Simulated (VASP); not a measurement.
# Tm2GeF2 (P-3m1) in VASP: single point with PBE

Aim: the single point of Tm2GeF2 with PBE.

All numbers are computed with VASP 6.6.1; they aren't measurements. Logs are shortened: lines on timing, memory, paths and dates and some standing lists are left out, and cuts for length are marked.

## (1) The cell of the first run

The structure is trigonal, space group P-3m1 (No. 164). Conventional cell: a = 4.083 Å, b = 4.083 Å, c = 6.391 Å, α = 90.00°, β = 90.00°, γ = 120.00°. Tm (site symmetry 3m) has 4 F at 2.24 to 2.57 Å and 3 Ge at 2.82 Å within 3.0 Å. Within 3.7 Å of Ge (site symmetry -3m) lie 6 Tm at 2.82 Å and 6 F at 3.50 Å. F (site symmetry 3m) has 4 Tm at 2.24 to 2.57 Å and 3 F at 2.65 Å within 3.0 Å.

The cell was built from a structure type or drawn by symmetry, and may not be a known phase.

## (2) Single point, PBE

Contents of INCAR:

```
SYSTEM = Tm2GeF2
  ALGO = Normal
  EDIFF = 1E-6
  ENCUT = 600
  GGA = PE
  GGA_COMPAT = .FALSE.
  ISIF = 2
  ISMEAR = 0
  LASPH = .TRUE.
  LCHARG = .FALSE.
  LMAXMIX = 6
  LREAL = .FALSE.
  LWAVE = .FALSE.
  NBANDS = 31
  NELM = 200
  PREC = Accurate
  SIGMA = 0.02
```

Contents of KPOINTS:

```
k-points
0
G
  12 12 6
  0 0 0
```

Contents of POSCAR:

```
Tm2GeF2
1.0
    4.0833679040      0.0000000000      0.0000000000
   -2.0416839520      3.5363003379      0.0000000000
    0.0000000000      0.0000000000      6.3906017556
Tm Ge F
2 1 2
Direct
    0.6666666667      0.3333333333      0.2435047889
    0.3333333333      0.6666666667      0.7564952111
    0.0000000000      0.0000000000      0.0000000000
    0.3333333333      0.6666666667      0.4055011430
    0.6666666667      0.3333333333      0.5944988570
```

Potentials or basis: VASP PAW PBE potentials, release 64 (Tm_3, Ge_d, F), 4f in core.

Command:

```
> cat potpaw_PBE.64/Tm_3/POTCAR potpaw_PBE.64/Ge_d/POTCAR potpaw_PBE.64/F/POTCAR > POTCAR
> mpirun -np 1 vasp_std > vasp.out
```

OUTCAR:

```text
SYSTEM = Tm2GeF2
   EDIFF = 1E-6
   ENCUT = 600
   GGA = PE
   ISIF = 2
   ISMEAR = 0
   LASPH = .TRUE.
   LREAL = .FALSE.
   NELM = 200
   PREC = Accurate

 ion  position               nearest neighbor table
   1  0.667  0.333  0.244-   5 2.24   4 2.57   4 2.57   4 2.57   3 2.82   3 2.82   3 2.82
   2  0.333  0.667  0.756-   4 2.24   5 2.57   5 2.57   5 2.57   3 2.82   3 2.82   3 2.82
   3  0.000  0.000  0.000-   1 2.82   2 2.82   1 2.82   2 2.82   1 2.82   2 2.82
   4  0.333  0.667  0.406-   2 2.24   1 2.57   1 2.57   1 2.57
   5  0.667  0.333  0.594-   1 2.24   2 2.57   2 2.57   2 2.57

  LATTYP: Found a hexagonal cell.
 ALAT       =     4.0833679040
 C/A-ratio  =     1.5650320779

  Lattice vectors:

 A1 = (   4.0833679040,   0.0000000000,   0.0000000000)
 A2 = (  -2.0416839520,   3.5363003379,   0.0000000000)
 A3 = (   0.0000000000,   0.0000000000,   6.3906017556)

Analysis of symmetry for initial positions (statically):
=====================================================================
 Subroutine PRICEL returns:
 Original cell was already a primitive cell.

 Routine SETGRP: Setting up the symmetry group for a
 hexagonal supercell.

 Subroutine GETGRP returns: Found 12 space group operations
 (whereof 12 operations were pure point group operations)
 out of a pool of 24 trial point group operations.

The static configuration has the point symmetry D_3d.

Analysis of symmetry for dynamics (positions and initial velocities):
=====================================================================
 Subroutine PRICEL returns:
 Original cell was already a primitive cell.

 Routine SETGRP: Setting up the symmetry group for a
 hexagonal supercell.

 Subroutine GETGRP returns: Found 12 space group operations
 (whereof 12 operations were pure point group operations)
 out of a pool of 24 trial point group operations.

The dynamic configuration has the point symmetry D_3d.

 Subroutine INISYM returns: Found 12 space group operations
 (whereof 12 operations are pure point group operations),
 and found     1 'primitive' translations

----------------------------------------------------------------------------------------

                                     Primitive cell

  volume of cell :      92.2804

  direct lattice vectors                    reciprocal lattice vectors
     4.083367904  0.000000000  0.000000000     0.244895886  0.141390706  0.000000000
    -2.041683952  3.536300338  0.000000000     0.000000000  0.282781411  0.000000000
     0.000000000  0.000000000  6.390601756     0.000000000  0.000000000  0.156479787

  length of vectors
[... 92 lines left out ...]
   IBRION =     -1    ionic relax: 0-MD 1-quasi-New 2-CG
   NFREE  =      0    steps in history (QN), initial steepest desc. (CG)
   ISIF   =      2    stress and relaxation
   ISYM   =      2    0-nonsym 1-usesym 2-fastsym
   POTIM  = 0.5000    time-step for ionic-motion
   TEBEG  =    0.0;   TEEND  =   0.0 temperature during run
   PSTRESS=    0.0 pullay stress
   NELECT =      46.0000    total number of electrons
   NUPDOWN=      -1.0000    fix difference up-down
   EMIN   =  10.00;   EMAX   =-10.00  energy-range for DOS
   EFERMI =   0.00;   METHOD = LEGACY
   ISMEAR =     0;   SIGMA  =   0.02  broadening in eV -4-tet -1-fermi 0-gaus
   EFERMI_NEDOS =   21; number of points for ismear=-14 and -15
   IALGO  =     38    algorithm
   IMIX   =      4    mixing-type and parameters
     AMIX     =   0.40;   BMIX     =  1.00
     AMIX_MAG =   1.60;   BMIX_MAG =  1.00
  volume/ion in A,a.u.               =      18.46       124.55
  Fermi-wavevector in a.u.,A,eV,Ry     =   1.298049  2.452956 22.924869  1.684930
  Thomas-Fermi vector in A             =   2.429402
   LORBIT       =      0    0 simple, 1 ext, 2 COOP (PROOUT), +10 PAW based schemes
   GGA     = PE    functional components
   LHFCALC =     F    Hartree Fock is set to
   AEXX    =    0.0000 exact exchange contribution
   IVDW    =     0    specifies the selected vdW correction
   LEPSILON=     F    determine dielectric tensor
   LRPA    =     F    only Hartree local field effects (RPA)
 non-spin polarized calculation
 Gauss-broadening in eV      SIGMA  =   0.02
  energy-cutoff  :      600.00
  volume of cell :       92.28
 maximum number of plane-waves:      3110
 NGX is ok and might be reduce to    36
   NGX = 17   NGY = 17   NGZ = 25

 number of electron      46.0000000 magnetization

 Free energy of the ion-electron system (eV)
  ---------------------------------------------------
  ext. energy  EPLUGINS =         0.00000000
  ---------------------------------------------------
  free energy    TOTEN  =       -29.33531628 eV

  energy without entropy =      -29.33531628  energy(sigma->0) =      -29.33531628

 E-fermi :   4.1309     XC(G=0): -10.1898

 val. band max:        3.9516644612   @ k =   0.0000   0.0000   0.5000
 cond. band min:       4.3643942880   @ k =   0.5000   0.0000   0.0000
 fundamental gap:      0.4127298267
 Fermi energy:         4.1309296120

 k-point     1 :       0.0000    0.0000    0.0000
  band No.  band energies     occupation
      1     -22.8555      2.00000
      2     -22.0003      2.00000
      3     -21.8988      2.00000
      4     -21.8988      2.00000
      5     -21.8545      2.00000
      6     -21.8545      2.00000
[... 805 lines left out ...]
     30       7.9053      0.00000
     31       8.3822      0.00000

 [... further k-points ...]

------------------------ aborting loop because EDIFF is reached ----------------------------------------

  FORCE on cell =-STRESS in cart. coord.  units (eV):
  Direction    XX          YY          ZZ          XY          YZ          ZX
  --------------------------------------------------------------------------------------
  -------------------------------------------------------------------------------------
  Total       -0.2528406     -0.2528406      0.3020295      0.0000000     -0.0000000      0.0000000
  in kB       -4.3898323     -4.3898323      5.2438538      0.0000000     -0.0000000      0.0000000
  external PRESSURE =      -1.1786036 kB  Pullay stress =       0.0000000 kB

 VOLUME and BASIS-vectors are now :
 -----------------------------------------------------------------------------
  energy-cutoff  :      600.00
  volume of cell :       92.28
      direct lattice vectors                 reciprocal lattice vectors
     4.083367904  0.000000000  0.000000000     0.244895886  0.141390706  0.000000000
    -2.041683952  3.536300338  0.000000000     0.000000000  0.282781411  0.000000000
     0.000000000  0.000000000  6.390601756     0.000000000  0.000000000  0.156479787

 POSITION                                       TOTAL-FORCE (eV/Angst)
 -----------------------------------------------------------------------------------
      2.04168      1.17877      1.55614         0.000000      0.000000     -0.043782
     -0.00000      2.35753      4.83446        -0.000000     -0.000000      0.043782
      0.00000      0.00000      0.00000         0.000000      0.000000     -0.000000
     -0.00000      2.35753      2.59140         0.000000      0.000000     -0.115853
      2.04168      1.17877      3.79921        -0.000000      0.000000      0.115853
 -----------------------------------------------------------------------------------
    total drift:                               -0.000000      0.000000     -0.000000

  FREE ENERGIE OF THE ION-ELECTRON SYSTEM (eV)
  ---------------------------------------------------
  free  energy   TOTEN  =       -29.3353162751 eV

  energy  without entropy=      -29.3353162751  energy(sigma->0) =      -29.33531628
```

OSZICAR:

```text
N       E                     dE             d eps       ncg     rms          rms(c)
DAV:   1     0.576254734354E+03    0.57625E+03   -0.21798E+04  6881   0.264E+03
DAV:   2     0.940619879787E+02   -0.48219E+03   -0.46183E+03  6296   0.791E+02
DAV:   3    -0.236350127052E+02   -0.11770E+03   -0.11284E+03  8843   0.214E+02
DAV:   4    -0.313637830882E+02   -0.77288E+01   -0.77044E+01  9611   0.658E+01
DAV:   5    -0.315070708984E+02   -0.14329E+00   -0.14320E+00  9197   0.105E+01    0.290E+01
DAV:   6    -0.294470475786E+02    0.20600E+01   -0.72786E+00  9848   0.601E+01    0.189E+01
DAV:   7    -0.293197077493E+02    0.12734E+00   -0.14624E+00  9482   0.833E+00    0.597E+00
DAV:   8    -0.293410596276E+02   -0.21352E-01   -0.13462E-01  8361   0.322E+00    0.763E-01
DAV:   9    -0.293347339263E+02    0.63257E-02   -0.46160E-02  9345   0.163E+00    0.165E-01
DAV:  10    -0.293351064254E+02   -0.37250E-03   -0.65906E-03  9222   0.886E-01    0.106E-01
DAV:  11    -0.293352429440E+02   -0.13652E-03   -0.84449E-04  7854   0.225E-01    0.387E-02
DAV:  12    -0.293353197013E+02   -0.76757E-04   -0.37802E-04  7606   0.163E-01    0.284E-02
DAV:  13    -0.293353153498E+02    0.43515E-05   -0.45974E-05  9210   0.601E-02    0.102E-02
DAV:  14    -0.293353160578E+02   -0.70797E-06   -0.13460E-05  8669   0.291E-02    0.311E-03
DAV:  15    -0.293353162751E+02   -0.21733E-06   -0.12351E-06  6359   0.887E-03
   1 F= -.29335316E+02 E0= -.29335316E+02  d E =-.335526E-39
```

Run time: 2.7 min. Hardware: 1 thread of Intel Xeon 6975P-C (Granite Rapids), shared host; peak memory 0.48 GiB.

Results:

```yaml
Free_energy: -29.3353 eV
Pressure: -0.1 GPa
Largest_force: 0.116 eV/Å
Band_gap_on_the_k_mesh: 0.41 eV (least direct gap 0.94 eV)
```

Forces in eV/Å, atoms in the order of the input:
```
Tm   0.000  0.000 -0.044
Tm   0.000  0.000  0.044
Ge   0.000  0.000  0.000
F    0.000  0.000 -0.116
F    0.000  0.000  0.116
```

Levels at points of the mesh, in eV from the valence-band top:
| k point | band 20 | band 21 | band 22 | band 23 | band 24 | band 25 | band 26 | band 27 |
| --- | --- | --- | --- | --- | --- | --- | --- | --- |
| (0.00, 0.00, 0.00) | -6.43 | -2.12 | -0.10 | -0.10 | 1.03 | 1.86 | 1.86 | 3.48 |
| (0.50, 0.00, 0.00) | -6.07 | -2.80 | -1.05 | -0.52 | 0.41 | 2.84 | 3.60 | 3.62 |
| (0.00, 0.00, 0.50) | -6.23 | -2.69 | 0.00 | 0.00 | 1.96 | 2.04 | 2.04 | 3.21 |
| (0.50, 0.00, 0.50) | -6.07 | -2.37 | -1.26 | -0.55 | 0.94 | 2.73 | 3.77 | 3.93 |

Caveat: spin-orbit coupling is left out, which moves the levels of the heavy elements; the 4f electrons are frozen in the core, so they carry no moment and show no levels. A k mesh can miss the band edges.
